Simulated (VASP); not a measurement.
# Be (I4/mmm) in VASP: notebook

Runs on Be. Level: PBEsol. Tasks: single point.

Everything below comes from runs of VASP 6.6.1. Logs are shortened: lines on timing, memory, paths and dates and some standing lists are left out, and cuts for length are marked.

## (1) The cell of the first run

It takes space group I4/mmm (No. 139, tetragonal). Conventional cell: a = 2.581 Å, b = 2.581 Å, c = 2.431 Å, α = 90.00°, β = 90.00°, γ = 90.00°. Be (site symmetry 4/mmm) has 14 Be at 2.19 to 2.58 Å within 2.9 Å.

## (2) Single point, PBEsol (strain +0.030 along x and y, -0.030 along z)

Input file INCAR:

```
SYSTEM = Be
  PREC = Accurate
  ENCUT = 520
  EDIFF = 1E-6
  ISMEAR = 0
  SIGMA = 0.15
  LREAL = .False.
  LASPH = .True.
  NELM = 60
  ALGO = Normal
  ISIF = 2
  LWAVE = .False.
  LCHARG = .True.
  GGA = PS
  LELF = .True.
  LVHAR = .True.
  NBANDS = 7
```

Input file KPOINTS:

```
Automatic mesh
0
Gamma
  26 26 26
  0 0 0
```

Input file POSCAR:

```
Be
1.0
   -1.2907145798      1.2907145798      1.2155273228
    1.2907145798     -1.2907145798      1.2155273228
    1.2907145798      1.2907145798     -1.2155273228
Be
1
Direct
    0.0000000000      0.0000000000      0.0000000000
```

Potentials or basis: VASP PAW PBE potentials, release 64 (Be).

On the command line:

```bash
$ cat potpaw_PBE.64/Be/POTCAR > POTCAR
$ mpirun -np 1 vasp_std > vasp.out
```

OUTCAR:

```text
SYSTEM = Be
   PREC = Accurate
   ENCUT = 520
   EDIFF = 1E-6
   ISMEAR = 0
   LREAL = .False.
   LASPH = .True.
   NELM = 60
   ISIF = 2
   GGA = PS

 ion  position               nearest neighbor table
   1  0.000  0.000  0.000-

  LATTYP: Found a body centered tetragonal cell.
 ALAT       =     2.5814291596
 C/A-ratio  =     0.9417475729

  Lattice vectors:

 A1 = (  -1.2907145798,   1.2907145798,   1.2155273228)
 A2 = (   1.2907145798,  -1.2907145798,   1.2155273228)
 A3 = (   1.2907145798,   1.2907145798,  -1.2155273228)

Analysis of symmetry for initial positions (statically):
=====================================================================
 Subroutine PRICEL returns:
 Original cell was already a primitive cell.

 Routine SETGRP: Setting up the symmetry group for a
 body centered tetragonal supercell.

 Subroutine GETGRP returns: Found 16 space group operations
 (whereof 16 operations were pure point group operations)
 out of a pool of 16 trial point group operations.

The static configuration has the point symmetry D_4h.

Analysis of symmetry for dynamics (positions and initial velocities):
=====================================================================
 Subroutine PRICEL returns:
 Original cell was already a primitive cell.

 Routine SETGRP: Setting up the symmetry group for a
 body centered tetragonal supercell.

 Subroutine GETGRP returns: Found 16 space group operations
 (whereof 16 operations were pure point group operations)
 out of a pool of 16 trial point group operations.

The dynamic configuration has the point symmetry D_4h.

 Subroutine INISYM returns: Found 16 space group operations
 (whereof 16 operations are pure point group operations),
 and found     1 'primitive' translations

----------------------------------------------------------------------------------------

                                     Primitive cell

  volume of cell :       8.1000

  direct lattice vectors                    reciprocal lattice vectors
    -1.290714580  1.290714580  1.215527323     0.000000000  0.387382314  0.411344106
     1.290714580 -1.290714580  1.215527323     0.387382314  0.000000000  0.411344106
     1.290714580  1.290714580 -1.215527323     0.387382314  0.387382314  0.000000000

  length of vectors
     2.193033270  2.193033270  2.193033270     0.565038964  0.565038964  0.547841322

  position of ions in fractional coordinates (direct lattice)
     0.000000000  0.000000000  0.000000000

  ion indices of the primitive-cell ions
   primitive index   ion index
                 1           1

----------------------------------------------------------------------------------------

 KPOINTS: Automatic mesh

Automatic generation of k-mesh.
 Grid dimensions read from file:
 generate k-points for:   26   26   26

 Generating k-lattice:

  Cartesian coordinates                     Fractional coordinates (reciprocal lattice)
     0.000000000  0.014899320  0.015820927     0.038461538  0.000000000  0.000000000
     0.014899320  0.000000000  0.015820927     0.000000000  0.038461538  0.000000000
     0.014899320  0.014899320  0.000000000     0.000000000  0.000000000  0.038461538

  Length of vectors
     0.021732268  0.021732268  0.021070820

  Shift w.r.t. Gamma in fractional coordinates (k-lattice)
     0.000000000  0.000000000  0.000000000

 Subroutine IBZKPT returns following result:
 ===========================================

 Found   1330 irreducible k-points:

 Following reciprocal coordinates:
            Coordinates               Weight
  0.000000  0.000000  0.000000      1.000000
  0.038462 -0.000000  0.000000      8.000000
  0.076923 -0.000000  0.000000      8.000000
  0.115385  0.000000  0.000000      8.000000
  0.153846  0.000000 -0.000000      8.000000
  0.192308  0.000000  0.000000      8.000000
[... 16 lines left out ...]
  0.346154  0.038462  0.000000     16.000000
  0.384615  0.038462  0.000000     16.000000
 [... further k-points ...]
   k-points           NKPTS =   1330   k-points in BZ     NKDIM =   1330   number of bands    NBANDS=      7
   number of dos      NEDOS =    301   number of ions     NIONS =      1
   total plane-waves  NPLWV =   4096
   dimension x,y,z NGX =    16 NGY =   16 NGZ =   16
   dimension x,y,z NGXF=    32 NGYF=   32 NGZF=   32
   ions per type =               1
   NGX,Y,Z   is equivalent  to a cutoff of  12.13, 12.13, 12.13 a.u.
   NGXF,Y,Z  is equivalent  to a cutoff of  24.26, 24.26, 24.26 a.u.
 SYSTEM =  Be
   PREC   = accura    normal or accurate (medium, high low for compatibility)
   ISTART =      0    job   : 0-new  1-cont  2-samecut
   ICHARG =      2    charge: 1-file 2-atom 10-const
   ISPIN  =      1    spin polarized calculation?
   LNONCOLLINEAR =      F non collinear calculations
   LSORBIT =      F    spin-orbit coupling
   LASPH  =      T    aspherical Exc in radial PAW
   ENCUT  =  520.0 eV  38.22 Ry    6.18 a.u.   4.08  4.08  4.08*2*pi/ulx,y,z
   NELM   =     60;   NELMIN=  2; NELMDL= -5     # of ELM steps
   EDIFF  = 0.1E-05   stopping-criterion for ELM
   LREAL  =      F    real-space projection
   EDIFFG = 0.1E-04   stopping-criterion for IOM
   NSW    =      0    number of steps for IOM
   IBRION =     -1    ionic relax: 0-MD 1-quasi-New 2-CG
   NFREE  =      0    steps in history (QN), initial steepest desc. (CG)
   ISIF   =      2    stress and relaxation
   ISYM   =      2    0-nonsym 1-usesym 2-fastsym
   POTIM  = 0.5000    time-step for ionic-motion
   TEBEG  =    0.0;   TEEND  =   0.0 temperature during run
   PSTRESS=    0.0 pullay stress
   NELECT =       2.0000    total number of electrons
   NUPDOWN=      -1.0000    fix difference up-down
   EMIN   =  10.00;   EMAX   =-10.00  energy-range for DOS
   EFERMI =   0.00;   METHOD = LEGACY
   ISMEAR =     0;   SIGMA  =   0.15  broadening in eV -4-tet -1-fermi 0-gaus
   EFERMI_NEDOS =   21; number of points for ismear=-14 and -15
   IALGO  =     38    algorithm
   IMIX   =      4    mixing-type and parameters
     AMIX     =   0.40;   BMIX     =  1.00
     AMIX_MAG =   1.60;   BMIX_MAG =  1.00
  volume/ion in A,a.u.               =       8.10        54.66
  Fermi-wavevector in a.u.,A,eV,Ry     =   1.027046  1.940835 14.351737  1.054823
  Thomas-Fermi vector in A             =   2.160970
   LORBIT       =      0    0 simple, 1 ext, 2 COOP (PROOUT), +10 PAW based schemes
   GGA     = PS    functional components
   LHFCALC =     F    Hartree Fock is set to
   AEXX    =    0.0000 exact exchange contribution
   IVDW    =     0    specifies the selected vdW correction
   LEPSILON=     F    determine dielectric tensor
   LRPA    =     F    only Hartree local field effects (RPA)
 non-spin polarized calculation
 Gauss-broadening in eV      SIGMA  =   0.15
  energy-cutoff  :      520.00
  volume of cell :        8.10
 maximum number of plane-waves:       228
   NGX =  9   NGY =  9   NGZ =  9

 number of electron       2.0000000 magnetization

 Free energy of the ion-electron system (eV)
  ---------------------------------------------------
  ext. energy  EPLUGINS =         0.00000000
  ---------------------------------------------------
  free energy    TOTEN  =        -3.89252764 eV

  energy without entropy =       -3.89048524  energy(sigma->0) =       -3.89150644

 E-fermi :   7.5923     XC(G=0): -10.5342

 val. band max:        7.5917930693   @ k =   0.5000   0.4615   0.0000
 cond. band min:       7.6074839068   @ k =   0.3846   0.3077  -0.0000
 fundamental gap:      0.0156908375
 Fermi energy:         7.5923446294

 k-point     1 :       0.0000    0.0000    0.0000
  band No.  band energies     occupation
      1      -4.3918      2.00000
      2      26.3088      0.00000
      3      26.3088      0.00000
      4      26.9595      0.00000
      5      36.1042      0.00000
      6      38.7876      0.00000
      7      38.7876      0.00000

 k-point     2 :       0.0385   -0.0000    0.0000
  band No.  band energies     occupation
      1      -4.3394      2.00000
      2      26.0856      0.00000
      3      26.1825      0.00000
      4      26.8006      0.00000
      5      36.0177      0.00000
      6      37.5385      0.00000
      7      38.3450      0.00000

 k-point     3 :       0.0769   -0.0000    0.0000
  band No.  band energies     occupation
      1      -4.1823      2.00000
      2      25.4949      0.00000
      3      25.7092      0.00000
      4      26.3896      0.00000
      5      35.2370      0.00000
      6      35.6060      0.00000
      7      38.6775      0.00000

 k-point     4 :       0.1154    0.0000    0.0000
  band No.  band energies     occupation
      1      -3.9204      2.00000
      2      24.6652      0.00000
      3      24.6936      0.00000
      4      25.9145      0.00000
      5      33.9986      0.00000
      6      34.0772      0.00000
      7      38.4516      0.00000

 k-point     5 :       0.1538    0.0000   -0.0000
  band No.  band energies     occupation
      1      -3.5536      2.00000
      2      23.0837      0.00000
      3      23.8133      0.00000
      4      25.4146      0.00000
      5      32.7379      0.00000
      6      33.0849      0.00000
      7      38.3022      0.00000
[... 161 lines left out ...]
 k-point    22 :       0.3077    0.0385   -0.0000
  band No.  band energies     occupation
      1      -0.5772      2.00000
      2      14.0009      0.00000
      3      20.3721      0.00000
      4      22.7230      0.00000
      5      28.8924      0.00000
      6      32.2863      0.00000
      7      39.9609      0.00000

 k-point    23 :       0.3462    0.0385    0.0000
  band No.  band energies     occupation
      1       0.3148      2.00000
      2      12.1674      0.00000
      3      19.8759      0.00000
      4      22.3293      0.00000
      5      28.3772      0.00000
      6      32.4593      0.00000
      7      40.7727      0.00000

 k-point    24 :       0.3846    0.0385    0.0000
  band No.  band energies     occupation
      1       1.2407      2.00000
      2      10.5253      0.00000
      3      19.4935      0.00000
      4      22.0273      0.00000
      5      27.9941      0.00000
      6      32.6563      0.00000
      7      41.5899      0.00000

 [... further k-points ...]

------------------------ aborting loop because EDIFF is reached ----------------------------------------

  FORCE on cell =-STRESS in cart. coord.  units (eV):
  Direction    XX          YY          ZZ          XY          YZ          ZX
  --------------------------------------------------------------------------------------
  -------------------------------------------------------------------------------------
  Total       -0.2801104     -0.2801104     -0.0886446      0.0000000      0.0000000      0.0000000
  in kB      -55.4057324    -55.4057324    -17.5338659      0.0000000      0.0000000      0.0000000
  external PRESSURE =     -42.7817769 kB  Pullay stress =       0.0000000 kB

 VOLUME and BASIS-vectors are now :
 -----------------------------------------------------------------------------
  energy-cutoff  :      520.00
  volume of cell :        8.10
      direct lattice vectors                 reciprocal lattice vectors
    -1.290714580  1.290714580  1.215527323     0.000000000  0.387382314  0.411344106
     1.290714580 -1.290714580  1.215527323     0.387382314  0.000000000  0.411344106
     1.290714580  1.290714580 -1.215527323     0.387382314  0.387382314  0.000000000

 POSITION                                       TOTAL-FORCE (eV/Angst)
 -----------------------------------------------------------------------------------
      0.00000      0.00000      0.00000        -0.000000      0.000000      0.000000
 -----------------------------------------------------------------------------------
    total drift:                               -0.000000     -0.000000     -0.000000

  FREE ENERGIE OF THE ION-ELECTRON SYSTEM (eV)
  ---------------------------------------------------
  free  energy   TOTEN  =        -3.8925276438 eV

  energy  without entropy=       -3.8904852379  energy(sigma->0) =       -3.89150644
```

Wall time 34 s (1 thread of Intel Xeon 8259CL, shared host); peak memory 0.17 GiB.

Results:

```yaml
Free_energy: -3.8925 eV
Pressure: -4.3 GPa
Band_gap_on_the_k_mesh: zero (bands 1 and 2 overlap by 4.37 eV)
```

Stress tensor (GPa, compression positive):
```
-5.54  0.00  0.00
 0.00 -5.54  0.00
 0.00  0.00 -1.75
```

Caveat: the cell differs from its parent crystal (strain +0.030 along x and y, -0.030 along z); the cell stands under tension; the PAW data sets were made with another functional, which shifts forces and pressure a little.

## (3) Single point, PBEsol (strain +0.000 along x and y, +0.030 along z)

Input file INCAR:

```
SYSTEM = Be
ALGO = Fast ; EDIFF = 1E-6
ENCUT = 520 ; GGA = PS
ISIF = 2 ; ISMEAR = 0
LASPH = .TRUE. ; LCHARG = .FALSE.
LREAL = .FALSE. ; LWAVE = .FALSE.
NBANDS = 7 ; NELM = 60
PREC = Accurate ; SIGMA = 0.15
```

Input file KPOINTS:

```
k-points
0
G
  26 26 26
  0 0 0
```

Input file POSCAR:

```
Be
1.0
   -1.2531209513      1.2531209513      1.2907145798
    1.2531209513     -1.2531209513      1.2907145798
    1.2531209513      1.2531209513     -1.2907145798
Be
1
Direct
    0.0000000000      0.0000000000      0.0000000000
```

Potentials or basis: VASP PAW PBE potentials, release 64 (Be).

On the command line:

```bash
$ cat potpaw_PBE.64/Be/POTCAR > POTCAR
$ mpirun -np 1 vasp_std > vasp.out
```

It took 36 s on 1 thread of Intel Xeon 8259CL, shared host; peak memory 0.17 GiB.

Results (log left out):

- Free energy: -3.8948 eV
- Pressure: -4.9 GPa
- Band gap on the k mesh: zero (bands 1 and 2 overlap by 4.38 eV)

Stress tensor (GPa, compression positive):
```
-3.88  0.00  0.00
 0.00 -3.88  0.00
 0.00  0.00 -7.03
```

Levels at points of the mesh, in eV from the Fermi level:
```tsv
k point	band 1	band 2	band 3	band 4	band 5	band 6
(0.00, 0.00, 0.00)	-12.04	18.76	18.96	18.96	29.74	29.74
(0.50, 0.00, 0.00)	-5.17	0.20	12.19	15.42	20.40	25.84
(0.50, 0.50, 0.00)	-4.95	0.57	11.54	14.50	19.35	25.24
(0.50, 0.50, 0.50)	3.13	4.25	4.25	9.28	10.04	17.81
```

Caveat: the cell differs from its parent crystal (strain +0.000 along x and y, +0.030 along z); the cell stands under tension; the PAW data sets were made with another functional, which shifts forces and pressure a little.

(Part 1 of 3 ends here.)

The gap in the log of VASP goes by the Fermi energy; the results here count the filled bands.